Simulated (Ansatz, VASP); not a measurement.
# Two plane-wave programs on H

Contents of INCAR:

```
SYSTEM = H
  PREC = Accurate
  ENCUT = 400
  EDIFF = 1E-6
  ISMEAR = 0
  SIGMA = 0.01
  LREAL = .False.
  LASPH = .True.
  NELM = 120
  ALGO = Normal
  ISIF = 2
  LWAVE = .False.
  LCHARG = .True.
  LELF = .True.
  LVHAR = .True.
  NBANDS = 8
  GGA_COMPAT = .False.
  NELMDL = -8
```

File KPOINTS:

```
regular mesh
0
Gamma
  1 1 1
  0 0 0
```

Contents of POSCAR:

```
H
1.0
    8.0000000000      0.0000000000      0.0000000000
    0.0000000000      8.0000000000      0.0000000000
    0.0000000000      0.0000000000      8.0000000000
H
2
Direct
    0.5000000000      0.5000000000      0.4531250000
    0.5000000000      0.5000000000      0.5468750000
```

Input for Ansatz:

```yaml
crystal:
  lattice:
    - [8.0, 0.0, 0.0]
    - [0.0, 8.0, 0.0]
    - [0.0, 0.0, 8.0]
  atoms:
    - { symbol: H, position: [0.5, 0.5, 0.453125] }
    - { symbol: H, position: [0.5, 0.5, 0.546875] }
scf:
  occupations: { method: fixed }
output:
  forces: true
  stress: false
  eigenvalues: true
hamiltonian:
  xc: lda
basis:
  ecutwfc: 600
kpoints:
  mp_grid: { grid: [1, 1, 1] }
```

Alike in both runs: task single point; functional LDA; k mesh 1 × 1 × 1; no spin polarisation.

|  | VASP | Ansatz |
| --- | --- | --- |
| version | VASP 6.6.1 | Ansatz 0.2.0 |
| potentials or method | VASP PAW LDA potentials, release 64 (H), cutoff 400 eV | scalar-relativistic, plane waves, PAW |
| occupations | gaussian, width 0.01 eV | fixed |
| valence electrons in the cell | 2 | 2 |

```tsv
	VASP	Ansatz	Ansatz less VASP
gap on the k mesh at the Fermi level (eV)	9.95	9.93	-0.012
rms of the force components (eV/Å)	0.322	0.301	-0.0208
```

LDA's correlation is that of Perdew and Zunger in VASP and of Perdew and Wang (1992) in Ansatz. Atom by atom the forces differ by 0.021 eV/Å (rms over components).
